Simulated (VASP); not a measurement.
# Si3BTe2: relaxation of cell and atoms with PBE

Si3BTe2:

```
CELL_PARAMETERS angstrom
3.61800 0.00000 0.00000
0.00000 3.61800 0.00000
0.00000 0.00000 11.56953
ATOMIC_POSITIONS crystal
Si 0.50000 0.50000 0.75878
Si 0.50000 0.50000 0.24122
Si 0.00000 0.00000 0.50000
B 0.00000 0.00000 0.00000
Te 0.50000 0.50000 0.50000
Te 0.50000 0.50000 0.00000
```

The cell was generated, and may not be a known phase.

```json
{
  "Program": "VASP 6.6.1",
  "Task": "relaxation of cell and atoms",
  "Functional": "PBE",
  "Potentials or basis": "VASP PAW PBE potentials, release 64 (Si, B, Te)",
  "Cutoff": "600 eV",
  "k mesh": "10 × 10 × 4",
  "Occupations": "gaussian, width 0.1 eV",
  "Spin": "no spin polarisation",
  "Dipole correction": "no",
  "Further INCAR settings": "ALGO = Normal; EDIFF = 1e-07; IBRION = 2; EDIFFG = -0.01; NSW = 100; ISIF = 3"
}
```

- Relaxed volume: 25.09 Å³/atom
- Relaxed cell: a = 3.647 Å, b = 3.647 Å, c = 11.320 Å, α = 90.00°, β = 90.00°, γ = 90.00°
- Space group after relaxing (to 0.1 Å): P4/mmm (No. 123)
- Energy gained by relaxing: 4.4 meV/atom
- Ionic steps: 11
- Pressure after relaxing: 0.0 GPa
- Largest force after relaxing: 0.010 eV/Å

Forces in eV/Å, atoms in the order of the input:
```
Si   0.000  0.000  0.010
Si   0.000  0.000 -0.010
Si   0.000  0.000  0.000
B    0.000  0.000  0.000
Te   0.000  0.000  0.000
Te   0.000  0.000  0.000
```

Step by step:
```csv
step,energy change (eV),largest force (eV/Å),pressure (GPa),volume (Å³)
1,0.0000,0.0314,-0.28,151.44
2,-0.0173,0.0858,-0.07,150.48
3,-0.0190,0.1117,0.04,150.08
4,-0.0190,0.1135,0.05,150.06
5,-0.0203,0.1036,0.01,150.19
6,-0.0234,0.0744,-0.09,150.60
7,-0.0251,0.0122,-0.25,151.41
8,-0.0260,0.0117,-0.06,150.73
9,-0.0260,0.0150,-0.04,150.64
10,-0.0261,0.0121,-0.04,150.60
11,-0.0262,0.0098,-0.03,150.57
```

Final structure:
```
CELL_PARAMETERS angstrom
3.64704 0.00000 0.00000
0.00000 3.64704 0.00000
0.00000 0.00000 11.31995
ATOMIC_POSITIONS crystal
Si 0.50000 0.50000 0.75271
Si 0.50000 0.50000 0.24729
Si 0.00000 0.00000 0.50000
B 0.00000 0.00000 0.00000
Te 0.50000 0.50000 0.50000
Te 0.50000 0.50000 0.00000
```

Levels at points of the mesh, in eV from the Fermi level:
| k point | band 9 | band 10 | band 11 | band 12 | band 13 | band 14 | band 15 | band 16 | band 17 |
| --- | --- | --- | --- | --- | --- | --- | --- | --- | --- |
| (0.00, 0.00, 0.00) | -2.76 | -2.76 | -2.76 | -1.95 | 0.10 | 1.92 | 1.95 | 2.04 | 2.13 |
| (0.50, 0.00, 0.00) | -1.86 | -1.45 | -0.80 | -0.48 | -0.35 | 0.26 | 0.31 | 0.60 | 1.55 |
| (0.50, 0.50, 0.00) | -5.44 | -4.97 | -3.94 | -1.20 | -1.20 | -0.39 | -0.39 | -0.05 | 0.43 |
| (0.00, 0.00, 0.50) | -3.16 | -2.76 | -2.76 | -2.63 | 1.50 | 1.51 | 1.95 | 2.34 | 2.34 |
| (0.50, 0.00, 0.50) | -2.63 | -2.24 | -1.86 | -0.35 | 0.31 | 0.43 | 0.60 | 0.77 | 1.42 |
| (0.50, 0.50, 0.50) | -5.84 | -5.44 | -2.06 | -1.95 | -0.89 | -0.89 | -0.80 | -0.80 | 0.02 |

It took 15 min on 1 thread of Intel(R) Xeon(R) 6975P-C (Granite Rapids), with other jobs on the host, peak memory 0.44 GiB.

Caveat: the highest band is partly filled, so the run has too few bands; spin-orbit coupling is left out, which moves the levels of the heavy elements.
